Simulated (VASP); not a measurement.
Input of a VASP 6.6.1 run:

File INCAR:

```
SYSTEM = H6C3O2
PREC = Accurate ; ENCUT = 520
EDIFF = 1E-6 ; ISMEAR = -1
SIGMA = 0.05 ; LREAL = Auto
LASPH = .TRUE. ; NELM = 80
ALGO = Normal ; ISIF = 2
LWAVE = .FALSE. ; LCHARG = .FALSE.
GGA = PE ; IVDW = 12
IBRION = 2 ; NSW = 35
EDIFFG = -0.3
```

KPOINTS

```
regular mesh
0
G
  1 1 1
  0 0 0
```

POSCAR

```
H6C3O2
1.0
    7.7969750000      0.0000000000      0.0000000000
    0.0000000000      7.7969750000      0.0000000000
    0.0000000000      0.0000000000      7.7969750000
C O H
9 6 18
Direct
    0.7243559000      0.4758267000      0.5416043000
    0.2299258000      0.3353969000      0.5489199000
    0.9184068000      0.5267200000      0.1244022000
    0.4946003000      0.0088372000     -0.0489716000
    0.3748756000      0.0805089000      0.0879770000
    0.9197972000      0.8673342000      1.0194155000
    0.9135343000      1.0113045000      0.8872828000
    0.1333469000      0.7423715000      0.5501848000
    0.2607972000      0.8842868000      0.5072639000
    0.7551791000      0.4750872000      0.6895953000
    0.6935327000      0.4765662000      0.3936133000
    0.2353644000      0.3464998000      0.6995821000
    0.2244872000      0.3242940000      0.3982577000
    0.7718287000      0.5001741000      0.0986704000
    1.0649850000      0.5532658000      0.1501340000
    0.6033840000     -0.0580475000      0.0088054000
    0.4278291000     -0.0822082000     -0.1320258000
    0.5456599000      0.1110510000     -0.1301561000
    0.2660919000      0.1473937000      0.0302000000
    0.3238159000     -0.0217048000      0.1691615000
    0.4416467000      0.1715543000      0.1710312000
    1.0187412000      0.8912638000      1.1157644000
    0.7973110000      0.8546462000      1.0863619000
    0.9482081000      0.7441722000      0.9588383000
    0.8145903000      0.9873749000      0.7909339000
    0.8851234000      1.1344666000      0.9478600000
    1.0360205000      1.0239925000      0.8203364000
    0.0272099000      0.7402131000      0.4586647000
    0.1948173000      0.6164441000      0.5471275000
    0.0789355000      0.7601343000      0.6781283000
    0.3669342000      0.8864451000      0.5987840000
    0.3152086000      0.8665239000      0.3793204000
    0.1993268000      1.0102142000      0.5103212000
```

Potentials or basis: VASP PAW PBE potentials, release 64 (C, O, H).

Launch:

```bash
$ cat potpaw_PBE.64/C/POTCAR potpaw_PBE.64/O/POTCAR potpaw_PBE.64/H/POTCAR > POTCAR
$ mpirun -np 1 vasp_gam > vasp.out
```

Problem. Predict the dispersion energy per atom.

Solution. -0.036 eV.

Problem. Estimate the band gap on the k mesh.

Solution. 5.75 eV.

Final structure:
```cif
data_structure
_symmetry_space_group_name_H-M 'P 1'
_symmetry_Int_Tables_number 1
_cell_length_a 7.7970
_cell_length_b 7.7970
_cell_length_c 7.7970
_cell_angle_alpha 90.000
_cell_angle_beta 90.000
_cell_angle_gamma 90.000
_cell_volume 474.00
loop_
_atom_site_label
_atom_site_type_symbol
_atom_site_fract_x
_atom_site_fract_y
_atom_site_fract_z
_atom_site_occupancy
C1 C 0.71884 0.47449 0.56150 1
C2 C 0.23087 0.32757 0.55346 1
C3 C 0.92492 0.50917 0.11060 1
C4 C 0.48911 0.01099 0.94781 1
C5 C 0.37160 0.08358 0.08495 1
C6 C 0.92424 0.87597 0.01709 1
C7 C 0.91572 0.02021 0.88689 1
C8 C 0.13177 0.74497 0.55164 1
C9 C 0.25962 0.88490 0.50990 1
O1 O 0.76703 0.47560 0.70406 1
O2 O 0.67242 0.47360 0.41816 1
O3 O 0.23872 0.33563 0.70396 1
O4 O 0.22326 0.31909 0.40300 1
O5 O 0.78499 0.48873 0.05847 1
O6 O 0.06406 0.52870 0.16618 1
H1 H 0.59634 0.94284 0.00664 1
H2 H 0.42374 0.91735 0.86632 1
H3 H 0.54257 0.11224 0.86692 1
H4 H 0.26187 0.15242 0.03109 1
H5 H 0.32218 0.98021 0.16555 1
H6 H 0.43959 0.17300 0.16902 1
H7 H 0.02506 0.89548 0.11266 1
H8 H 0.80356 0.85730 0.08626 1
H9 H 0.95145 0.75812 0.94591 1
H10 H 0.81852 0.99165 0.78949 1
H11 H 0.88449 0.14444 0.94315 1
H12 H 0.03873 0.03023 0.82010 1
H13 H 0.02631 0.74261 0.45910 1
H14 H 0.19522 0.62070 0.54512 1
H15 H 0.07680 0.75796 0.68037 1
H16 H 0.36676 0.88703 0.60053 1
H17 H 0.31516 0.86385 0.38249 1
H18 H 0.20036 0.01175 0.50898 1
```

Caveat: the k points lie up to 0.81 Å⁻¹ apart.
